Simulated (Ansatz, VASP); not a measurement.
## One calculation of Al8H, two programs

Contents of INCAR:

```
SYSTEM = Al8H
ALGO = Normal
DIPOL = 0.5 0.5 0.292
EDIFF = 1E-6
ENCUT = 520
GGA = PE
IDIPOL = 3
ISIF = 2
ISMEAR = 0
LASPH = .TRUE.
LCHARG = .TRUE.
LDIPOL = .TRUE.
LELF = .TRUE.
LREAL = Auto
LVACPOTAV = .TRUE.
LVHAR = .TRUE.
LWAVE = .FALSE.
NBANDS = 40
NELM = 60
PREC = Accurate
SIGMA = 0.1
```

File KPOINTS:

```
k-points
0
G
  5 4 1
  0 0 0
```

The input POSCAR:

```
Al8H
1.0
    5.7143028096      0.0000000000      0.0000000000
    0.0000000000      8.0812445328      0.0000000000
    0.0000000000      0.0000000000     22.2437981863
Al H
16 2
Direct
    0.2500000000      0.2500000000      0.1798254042
    0.2500000000      0.7500000000      0.1798254042
    0.7500000000      0.2500000000      0.1798254042
    0.7500000000      0.7500000000      0.1798254042
    0.0000000000      0.0000000000      0.2440489550
    0.0000000000      0.5000000000      0.2440489550
    0.5000000000      0.0000000000      0.2440489550
    0.5000000000      0.5000000000      0.2440489550
    0.2500000000      0.2500000000      0.3102692916
    0.2500000000      0.7500000000      0.3102692916
    0.7500000000      0.2500000000      0.3102692916
    0.7500000000      0.7500000000      0.3102692916
    0.0000000000      0.0000000000      0.3706110853
    0.0000000000      0.5000000000      0.3706110853
    0.5000000000      0.0000000000      0.3706110853
    0.5000000000      0.5000000000      0.3706110853
    0.7500000000     -0.0924981291      0.4196135079
    0.7500000000      0.0924981291      0.4196135079
```

Input for Ansatz:

```yaml
crystal:
  lattice:
    - [5.7143028096, 0.0, 0.0]
    - [0.0, 8.0812445328, 0.0]
    - [0.0, 0.0, 22.2437981863]
  atoms:
    - { symbol: Al, position: [0.25, 0.25, 0.1798254042] }
    - { symbol: Al, position: [0.25, 0.75, 0.1798254042] }
    - { symbol: Al, position: [0.75, 0.25, 0.1798254042] }
    - { symbol: Al, position: [0.75, 0.75, 0.1798254042] }
    - { symbol: Al, position: [0.0, 0.0, 0.244048955] }
    - { symbol: Al, position: [0.0, 0.5, 0.244048955] }
    - { symbol: Al, position: [0.5, 0.0, 0.244048955] }
    - { symbol: Al, position: [0.5, 0.5, 0.244048955] }
    - { symbol: Al, position: [0.25, 0.25, 0.3102692916] }
    - { symbol: Al, position: [0.25, 0.75, 0.3102692916] }
    - { symbol: Al, position: [0.75, 0.25, 0.3102692916] }
    - { symbol: Al, position: [0.75, 0.75, 0.3102692916] }
    - { symbol: Al, position: [0.0, 0.0, 0.3706110853] }
    - { symbol: Al, position: [0.0, 0.5, 0.3706110853] }
    - { symbol: Al, position: [0.5, 0.0, 0.3706110853] }
    - { symbol: Al, position: [0.5, 0.5, 0.3706110853] }
    - { symbol: H, position: [0.75, -0.0924981291, 0.4196135079] }
    - { symbol: H, position: [0.75, 0.0924981291, 0.4196135079] }
basis:
  ecutwfc: 420
kpoints:
  mp_grid: { grid: [5, 4, 1] }
hamiltonian:
  xc: pbe
scf:
  occupations: { method: gaussian, width: 0.1 }
output:
  forces: true
  eigenvalues: true
efield:
  axis: 3
  dipole_correction: true
  ramp_width: 0.04
```

Alike in both runs: task single point; functional PBE; k mesh 5 × 4 × 1; occupations gaussian, width 0.1 eV; no spin polarisation.

|  | VASP | Ansatz |
| --- | --- | --- |
| version | VASP 6.6.1 | Ansatz 0.2.0 |
| potentials or method | VASP PAW PBE potentials, release 64 (Al, H), cutoff 520 eV | scalar-relativistic, plane waves, PAW |
| valence electrons in the cell | 50 | 50 |

```tsv
	VASP	Ansatz	Ansatz less VASP
gap on the k mesh at the Fermi level (eV)	none	none	-
rms of the force components (eV/Å)	0.265	0.265	+0.0002
work function, face that differs most (eV)	4.06	4.06	-0.004
```

Atom by atom the forces differ by 0.002 eV/Å (rms over components). A gap of «none» marks a metal or a gap that the smearing closes.
